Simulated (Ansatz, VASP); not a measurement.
**Two plane-wave programs on MgI2**

Contents of INCAR:

```
SYSTEM = MgI2
ALGO     = Normal         ! electronic algorithm
EDIFF    = 1E-6           ! SCF threshold, eV
ENCUT    = 520            ! plane-wave cutoff, eV
GGA      = PE             ! functional
ISIF     = 2              ! what is computed and relaxed
ISMEAR   = 0              ! smearing method
IVDW     = 12             ! dispersion correction
LASPH    = .TRUE.         ! aspherical terms in the spheres
LCHARG   = .TRUE.         ! write CHGCAR
LELF     = .TRUE.         ! ELF
LREAL    = .FALSE.        ! projectors in reciprocal space
LVHAR    = .TRUE.       
LWAVE    = .FALSE.        ! write WAVECAR
NBANDS   = 15             ! bands
NELM     = 60             ! most SCF steps
PREC     = Accurate       ! precision mode
SIGMA    = 0.05           ! smearing width, eV
```

The input KPOINTS:

```
k-points
0
G
  6 6 4
  0 0 0
```

POSCAR

```
MgI2
1.0
    4.4859961311      0.0000000000      0.0000000000
   -2.2429980655      3.8849866108      0.0000000000
    0.0000000000      0.0000000000      6.5875200000
Mg I
1 2
Direct
    0.0000000000      0.0000000000      0.0000000000
    0.3333333333      0.6666666667      0.7576300000
    0.6666666667      0.3333333333      0.2423700000
```

Input for Ansatz:

```yaml
crystal:
  lattice:
    - [4.4859961311, 0.0, 0.0]
    - [-2.2429980655, 3.8849866108, 0.0]
    - [0.0, 0.0, 6.58752]
  atoms:
    - { symbol: Mg, position: [0.0, 0.0, 0.0] }
    - { symbol: I, position: [0.3333333333, 0.6666666667, 0.75763] }
    - { symbol: I, position: [0.6666666667, 0.3333333333, 0.24237] }
basis:
  ecutwfc: 420
kpoints:
  mp_grid: { grid: [6, 6, 4] }
hamiltonian:
  xc: pbe
  dispersion: d3bj
scf:
  occupations: { method: gaussian, width: 0.05 }
output:
  forces: true
  stress: true
  eigenvalues: true
```

Change from the starting cell: strain +0.080 along x and y, -0.040 along z, atoms carried along.

Alike in both runs: task single point; functional PBE; dispersion D3(BJ); k mesh 6 × 6 × 4; occupations gaussian, width 0.05 eV; no spin polarisation.

|  | VASP | Ansatz |
| --- | --- | --- |
| version | VASP 6.6.1 | Ansatz 0.2.0 |
| potentials or method | VASP PAW PBE potentials, release 64 (Mg, I), cutoff 520 eV | scalar-relativistic, plane waves, PAW |
| valence electrons in the cell | 16 | 44 |

```tsv
	VASP	Ansatz	Ansatz less VASP
gap on the k mesh at the Fermi level (eV)	2.57	2.59	+0.019
least direct gap on the mesh (eV)	2.57	2.59	+0.019
pressure (GPa)	-3.0	-3.0	+0.05
traceless stress, the component that is largest in VASP (GPa)	2.02	2.02	-0.007
rms of the force components (eV/Å)	0.092	0.088	-0.0043
```

Atom by atom the forces differ by 0.004 eV/Å (rms over components). VASP's potentials hold 16 valence electrons a cell and Ansatz's 44, so a difference there can come from the potentials and not from the codes.

Spin-orbit coupling is off throughout.
